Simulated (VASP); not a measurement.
# BP (F-43m) in VASP: a series of runs

BP is run at these levels: r2SCAN; tasks: single point.

All numbers are computed with VASP 6.6.1; they aren't measurements. Logs are shortened: lines on timing, memory, paths and dates and some standing lists are left out, and cuts for length are marked.

## 1. The cell of the first run

Symmetry: F-43m, No. 216, cubic system. The conventional cell has a = 4.538 Å, b = 4.538 Å, c = 4.538 Å, α = 90.00°, β = 90.00°, γ = 90.00°. Within 2.6 Å of B (site symmetry -43m) lie 4 P at 1.97 Å. P (site symmetry -43m) has 4 B at 1.97 Å within 2.6 Å.

## 2. Single point, r2SCAN

The input, POSCAR:

```
BP
1.0
    0.0000000000      2.2690000000      2.2690000000
    2.2690000000      0.0000000000      2.2690000000
    2.2690000000      2.2690000000      0.0000000000
B P
1 1
Direct
    0.0000000000      0.0000000000      0.0000000000
    0.7500000000      0.7500000000      0.7500000000
```

The input, INCAR.step1:

```
PREC = Accurate
ENCUT = 520
ISMEAR = 0
SIGMA = 0.05
LREAL = F
LASPH = T
NELM = 60
NBANDS = 11
GGA = PE
ALGO = Normal
EDIFF = 1E-4
LWAVE = T
LCHARG = F
```

The input, INCAR.step2:

```
PREC = Accurate
ENCUT = 520
EDIFF = 1E-6
ISMEAR = 0
SIGMA = 0.05
LREAL = F
LASPH = T
NELM = 60
ALGO = Normal
ISIF = 2
LWAVE = F
LCHARG = F
METAGGA = R2SCAN
LMIXTAU = T
NBANDS = 11
ISTART = 1
```

The input, KPOINTS:

```
Automatic mesh
0
Gamma
  10 10 10
```

Potentials or basis: VASP PAW PBE potentials, release 64 (B, P).

The run is started by

```sh
$ cat potpaw_PBE.64/B/POTCAR potpaw_PBE.64/P/POTCAR > POTCAR
$ cp INCAR.step1 INCAR
$ mpirun -np 1 vasp_std > vasp.out
$ cp INCAR.step2 INCAR
$ mpirun -np 1 vasp_std > vasp.out
```

OUTCAR:

```text
PREC = Accurate
   ENCUT = 520
   EDIFF = 1E-6
   ISMEAR = 0
   LREAL = F
   LASPH = T
   NELM = 60
   ISIF = 2
   METAGGA = R2SCAN
   ISTART = 1

 ion  position               nearest neighbor table
   1  0.000  0.000  0.000-   2 1.97   2 1.97   2 1.97   2 1.97
   2  0.750  0.750  0.750-   1 1.97   1 1.97   1 1.97   1 1.97

  LATTYP: Found a face centered cubic cell.
 ALAT       =     4.5380000000

  Lattice vectors:

 A1 = (   0.0000000000,   2.2690000000,   2.2690000000)
 A2 = (   2.2690000000,   0.0000000000,   2.2690000000)
 A3 = (   2.2690000000,   2.2690000000,   0.0000000000)

Analysis of symmetry for initial positions (statically):
=====================================================================
 Subroutine PRICEL returns:
 Original cell was already a primitive cell.

 Routine SETGRP: Setting up the symmetry group for a
 face centered cubic supercell.

 Subroutine GETGRP returns: Found 24 space group operations
 (whereof 24 operations were pure point group operations)
 out of a pool of 48 trial point group operations.

The static configuration has the point symmetry T_d .

Analysis of symmetry for dynamics (positions and initial velocities):
=====================================================================
 Subroutine PRICEL returns:
 Original cell was already a primitive cell.

 Routine SETGRP: Setting up the symmetry group for a
 face centered cubic supercell.

 Subroutine GETGRP returns: Found 24 space group operations
 (whereof 24 operations were pure point group operations)
 out of a pool of 48 trial point group operations.

The dynamic configuration has the point symmetry T_d .

 Subroutine INISYM returns: Found 24 space group operations
 (whereof 24 operations are pure point group operations),
 and found     1 'primitive' translations

----------------------------------------------------------------------------------------

                                     Primitive cell

  volume of cell :      23.3633

  direct lattice vectors                    reciprocal lattice vectors
     0.000000000  2.269000000  2.269000000    -0.220361393  0.220361393  0.220361393
     2.269000000  0.000000000  2.269000000     0.220361393 -0.220361393  0.220361393
     2.269000000  2.269000000  0.000000000     0.220361393  0.220361393 -0.220361393

  length of vectors
     3.208850573  3.208850573  3.208850573     0.381677128  0.381677128  0.381677128

  position of ions in fractional coordinates (direct lattice)
     0.000000000  0.000000000  0.000000000
     0.750000000  0.750000000  0.750000000

  ion indices of the primitive-cell ions
   primitive index   ion index
                 1           1
                 2           2

----------------------------------------------------------------------------------------

 KPOINTS: Automatic mesh

Automatic generation of k-mesh.
 Grid dimensions read from file:
 generate k-points for:   10   10   10

 Generating k-lattice:

  Cartesian coordinates                     Fractional coordinates (reciprocal lattice)
    -0.022036139  0.022036139  0.022036139     0.100000000  0.000000000  0.000000000
     0.022036139 -0.022036139  0.022036139     0.000000000  0.100000000  0.000000000
     0.022036139  0.022036139 -0.022036139     0.000000000  0.000000000  0.100000000

  Length of vectors
     0.038167713  0.038167713  0.038167713

  Shift w.r.t. Gamma in fractional coordinates (k-lattice)
     0.000000000  0.000000000  0.000000000

 Subroutine IBZKPT returns following result:
 ===========================================

 Found     47 irreducible k-points:

 Following reciprocal coordinates:
            Coordinates               Weight
  0.000000  0.000000  0.000000      1.000000
  0.100000  0.000000  0.000000      8.000000
  0.200000  0.000000  0.000000      8.000000
  0.300000  0.000000  0.000000      8.000000
  0.400000  0.000000  0.000000      8.000000
  0.500000  0.000000  0.000000      4.000000
[... 16 lines left out ...]
  0.300000  0.300000  0.000000      6.000000
  0.400000  0.300000  0.000000     24.000000
 [... further k-points ...]
   k-points           NKPTS =     47   k-points in BZ     NKDIM =     47   number of bands    NBANDS=     11
   number of dos      NEDOS =    301   number of ions     NIONS =      2
   total plane-waves  NPLWV =  13824
   dimension x,y,z NGX =    24 NGY =   24 NGZ =   24
   dimension x,y,z NGXF=    48 NGYF=   48 NGZF=   48
   ions per type =               1   1
   NGX,Y,Z   is equivalent  to a cutoff of  12.43, 12.43, 12.43 a.u.
   NGXF,Y,Z  is equivalent  to a cutoff of  24.87, 24.87, 24.87 a.u.
 SYSTEM =  unknown system
   PREC   = accura    normal or accurate (medium, high low for compatibility)
   ISTART =      1    job   : 0-new  1-cont  2-samecut
   ICHARG =      0    charge: 1-file 2-atom 10-const
   ISPIN  =      1    spin polarized calculation?
   LNONCOLLINEAR =      F non collinear calculations
   LSORBIT =      F    spin-orbit coupling
   LASPH  =      T    aspherical Exc in radial PAW
   ENCUT  =  520.0 eV  38.22 Ry    6.18 a.u.   5.97  5.97  5.97*2*pi/ulx,y,z
   NELM   =     60;   NELMIN=  2; NELMDL=  0     # of ELM steps
   EDIFF  = 0.1E-05   stopping-criterion for ELM
   LREAL  =      F    real-space projection
   EDIFFG = 0.1E-04   stopping-criterion for IOM
   NSW    =      0    number of steps for IOM
   IBRION =     -1    ionic relax: 0-MD 1-quasi-New 2-CG
   NFREE  =      0    steps in history (QN), initial steepest desc. (CG)
   ISIF   =      2    stress and relaxation
   ISYM   =      2    0-nonsym 1-usesym 2-fastsym
   POTIM  = 0.5000    time-step for ionic-motion
   TEBEG  =    0.0;   TEEND  =   0.0 temperature during run
   PSTRESS=    0.0 pullay stress
   NELECT =       8.0000    total number of electrons
   NUPDOWN=      -1.0000    fix difference up-down
   EMIN   =  10.00;   EMAX   =-10.00  energy-range for DOS
   EFERMI =   0.00;   METHOD = LEGACY
   ISMEAR =     0;   SIGMA  =   0.05  broadening in eV -4-tet -1-fermi 0-gaus
   EFERMI_NEDOS =   21; number of points for ismear=-14 and -15
   IALGO  =     38    algorithm
   IMIX   =      4    mixing-type and parameters
     AMIX     =   0.40;   BMIX     =  1.00
     AMIX_MAG =   1.60;   BMIX_MAG =  1.00
  volume/ion in A,a.u.               =      11.68        78.83
  Fermi-wavevector in a.u.,A,eV,Ry     =   1.145320  2.164342 17.847562  1.311759
  Thomas-Fermi vector in A             =   2.282009
   LORBIT       =      0    0 simple, 1 ext, 2 COOP (PROOUT), +10 PAW based schemes
   METAGGA = R2SCAN    functional components
   LHFCALC =     F    Hartree Fock is set to
   AEXX    =    0.0000 exact exchange contribution
   IVDW    =     0    specifies the selected vdW correction
   LEPSILON=     F    determine dielectric tensor
   LRPA    =     F    only Hartree local field effects (RPA)
 non-spin polarized calculation
 Gauss-broadening in eV      SIGMA  =   0.05
  energy-cutoff  :      520.00
  volume of cell :       23.36
 maximum number of plane-waves:       639
   NGX = 11   NGY = 11   NGZ = 11

 number of electron       8.0000000 magnetization

 Free energy of the ion-electron system (eV)
  ---------------------------------------------------
  ext. energy  EPLUGINS =         0.00000000
  ---------------------------------------------------
  free energy    TOTEN  =       -17.31125586 eV

  energy without entropy =      -17.31125586  energy(sigma->0) =      -17.31125586

 E-fermi :   7.6403     XC(G=0): -11.5009

 val. band max:        7.3889867942   @ k =   0.0000   0.0000   0.0000
 cond. band min:       8.8355542460   @ k =   0.4000   0.4000   0.0000
 fundamental gap:      1.4465674517
 Fermi energy:         7.6402523602

 k-point     1 :       0.0000    0.0000    0.0000
  band No.  band energies     occupation
      1      -8.8704      2.00000
      2       7.3890      2.00000
      3       7.3890      2.00000
      4       7.3890      2.00000
      5      11.0293      0.00000
      6      11.0293      0.00000
      7      11.0293      0.00000
      8      15.3994      0.00000
      9      19.7937      0.00000
     10      20.0359      0.00000
     11      20.0359      0.00000

 k-point     2 :       0.1000    0.0000    0.0000
  band No.  band energies     occupation
      1      -8.6811      2.00000
      2       6.0187      2.00000
      3       7.0773      2.00000
      4       7.0773      2.00000
      5      11.4634      0.00000
      6      11.4634      0.00000
      7      11.5194      0.00000
      8      15.9408      0.00000
      9      19.3617      0.00000
     10      19.3617      0.00000
     11      20.3845      0.00000

 k-point     3 :       0.2000    0.0000    0.0000
  band No.  band energies     occupation
      1      -8.1203      2.00000
      2       3.5550      2.00000
      3       6.4847      2.00000
      4       6.4847      2.00000
      5      11.7685      0.00000
      6      12.2301      0.00000
      7      12.2301      0.00000
      8      17.1902      0.00000
      9      18.7635      0.00000
     10      18.7635      0.00000
     11      21.2443      0.00000

 k-point     4 :       0.3000    0.0000    0.0000
  band No.  band energies     occupation
      1      -7.2195      2.00000
      2       1.0739      2.00000
      3       5.9653      2.00000
      4       5.9653      2.00000
      5      11.6877      0.00000
      6      12.5775      0.00000
      7      12.5775      0.00000
      8      18.1727      0.00000
      9      19.4015      0.00000
     10      19.4015      0.00000
     11      21.4785      0.00000

 k-point     5 :       0.4000    0.0000    0.0000
  band No.  band energies     occupation
      1      -6.0982      2.00000
      2      -1.0499      2.00000
      3       5.6356      2.00000
      4       5.6356      2.00000
      5      11.5726      0.00000
      6      12.5002      0.00000
      7      12.5002      0.00000
      8      18.3559      0.00000
      9      21.2232      0.00000
     10      21.2232      0.00000
     11      22.4525      0.00000
[... 211 lines left out ...]
 k-point    21 :      -0.3000    0.2000    0.0000
  band No.  band energies     occupation
      1      -5.8608      2.00000
      2       0.0297      2.00000
      3       2.4949      2.00000
      4       5.3559      2.00000
      5      11.6208      0.00000
      6      13.9433      0.00000
      7      14.7985      0.00000
      8      17.4426      0.00000
      9      18.3068      0.00000
     10      20.9149      0.00000
     11      25.3813      0.00000

 k-point    22 :      -0.2000    0.2000    0.0000
  band No.  band energies     occupation
      1      -6.9125      2.00000
      2       1.8494      2.00000
      3       3.0137      2.00000
      4       6.0689      2.00000
      5      12.2334      0.00000
      6      13.0756      0.00000
      7      14.2183      0.00000
      8      16.3694      0.00000
      9      17.3701      0.00000
     10      21.9374      0.00000
     11      24.2282      0.00000

 k-point    23 :       0.3000    0.3000    0.0000
  band No.  band energies     occupation
      1      -6.6449      2.00000
      2       2.2734      2.00000
      3       3.9882      2.00000
      4       3.9882      2.00000
      5       9.1276      0.00000
      6      11.6401      0.00000
      7      16.8804      0.00000
      8      16.8804      0.00000
      9      21.3831      0.00000
     10      22.4361      0.00000
     11      25.0353      0.00000

 k-point    24 :       0.4000    0.3000    0.0000
  band No.  band energies     occupation
      1      -5.7743      2.00000
      2       0.8664      2.00000
      3       3.1320      2.00000
      4       3.6766      2.00000
      5       9.4302      0.00000
      6      11.3382      0.00000
      7      17.5399      0.00000
      8      17.5468      0.00000
      9      22.4295      0.00000
     10      23.4188      0.00000
     11      25.5345      0.00000

 [... further k-points ...]

------------------------ aborting loop because EDIFF is reached ----------------------------------------

  FORCE on cell =-STRESS in cart. coord.  units (eV):
  Direction    XX          YY          ZZ          XY          YZ          ZX
  --------------------------------------------------------------------------------------
  -------------------------------------------------------------------------------------
  Total       -0.0980133     -0.0980133     -0.0980133      0.0000000      0.0000000      0.0000000
  in kB       -6.7214343     -6.7214343     -6.7214343      0.0000000      0.0000000      0.0000000
  external PRESSURE =      -6.7214343 kB  Pullay stress =       0.0000000 kB

 VOLUME and BASIS-vectors are now :
 -----------------------------------------------------------------------------
  energy-cutoff  :      520.00
  volume of cell :       23.36
      direct lattice vectors                 reciprocal lattice vectors
     0.000000000  2.269000000  2.269000000    -0.220361393  0.220361393  0.220361393
     2.269000000  0.000000000  2.269000000     0.220361393 -0.220361393  0.220361393
     2.269000000  2.269000000  0.000000000     0.220361393  0.220361393 -0.220361393

 POSITION                                       TOTAL-FORCE (eV/Angst)
 -----------------------------------------------------------------------------------
      0.00000      0.00000      0.00000         0.000000      0.000000      0.000000
      3.40350      3.40350      3.40350        -0.000000     -0.000000     -0.000000
 -----------------------------------------------------------------------------------
    total drift:                               -0.000000     -0.000000     -0.000000

  FREE ENERGIE OF THE ION-ELECTRON SYSTEM (eV)
  ---------------------------------------------------
  free  energy   TOTEN  =       -17.3112558574 eV

  energy  without entropy=      -17.3112558574  energy(sigma->0) =      -17.31125586
```

Wall time 23 s (1 thread of Intel Xeon Platinum 8488C (Sapphire Rapids), shared host); peak memory 0.14 GiB.

Results:

| Item | Value |
| --- | --- |
| Free energy | -17.3113 eV |
| Pressure | -0.7 GPa |
| Band gap on the k mesh | 1.45 eV, indirect (least direct gap 3.64 eV) |

Levels at points of the mesh, in eV from the valence-band top:
```csv
k point,band 2,band 3,band 4,band 5,band 6,band 7
"(0.00, 0.00, 0.00)",0.00,0.00,0.00,3.64,3.64,3.64
"(0.50, 0.00, 0.00)",-9.50,-1.86,-1.86,4.14,5.03,5.03
"(0.50, 0.50, 0.00)",-9.13,-4.34,-4.34,1.54,1.91,13.06
```

Caveat: the PAW data sets were made with another functional, which shifts forces and pressure a little. A k mesh can miss the band edges.

(Part 1 of 2 ends here.)
